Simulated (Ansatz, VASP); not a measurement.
## HgTe in VASP and in Ansatz

Contents of INCAR:

```
SYSTEM = HgTe
PREC = Accurate ; ENCUT = 520
EDIFF = 1E-6 ; ISMEAR = 0
SIGMA = 0.15 ; LREAL = .False.
LASPH = .True. ; NELM = 80
ALGO = Normal ; ISIF = 2
LWAVE = .False. ; LCHARG = .True.
GGA = PS ; LELF = .True.
LVHAR = .True. ; NBANDS = 16
```

File KPOINTS:

```
regular mesh
0
Gamma
  14 14 14
  0 0 0
```

The input POSCAR:

```
HgTe
1.0
    0.0000000000      3.1267950000      3.1751475000
    3.1267950000      0.0000000000      3.1751475000
    3.1267950000      3.1267950000      0.0000000000
Hg Te
1 1
Direct
    0.0000000000      0.0000000000      0.0000000000
    0.7500000000      0.7500000000      0.7500000000
```

Input for Ansatz:

```yaml
crystal:
  lattice:
    - [0.0, 3.126795, 3.1751475]
    - [3.126795, 0.0, 3.1751475]
    - [3.126795, 3.126795, 0.0]
  atoms:
    - { symbol: Hg, position: [0.0, 0.0, 0.0] }
    - { symbol: Te, position: [0.75, 0.75, 0.75] }
basis:
  ecutwfc: 420
kpoints:
  mp_grid: { grid: [14, 14, 14] }
hamiltonian:
  xc: pbesol
scf:
  occupations: { method: gaussian, width: 0.15 }
output:
  forces: true
  stress: true
  eigenvalues: true
```

Change from the starting cell: strain -0.030 along x and y, -0.015 along z, atoms carried along.

Alike in both runs: task single point; functional PBEsol; k mesh 14 × 14 × 14; occupations gaussian, width 0.15 eV; no spin polarisation.

|  | VASP | Ansatz |
| --- | --- | --- |
| version | VASP 6.6.1 | Ansatz 0.2.0 |
| potentials or method | VASP PAW PBE potentials, release 64 (Hg, Te), cutoff 520 eV | scalar-relativistic, plane waves, PAW |
| valence electrons in the cell | 18 | 36 |

```tsv
	VASP	Ansatz	Ansatz less VASP
gap on the k mesh at the Fermi level (eV)	none	none	-
pressure (GPa)	6.0	5.8	-0.18
traceless stress, the component that is largest in VASP (GPa)	-0.12	-0.12	0.000
```

VASP's potentials were made for PBE, not for PBEsol. A gap of «none» marks a metal or a gap that the smearing closes. VASP's potentials hold 18 valence electrons a cell and Ansatz's 36, so a difference there can come from the potentials and not from the codes.

Spin-orbit coupling is off throughout.
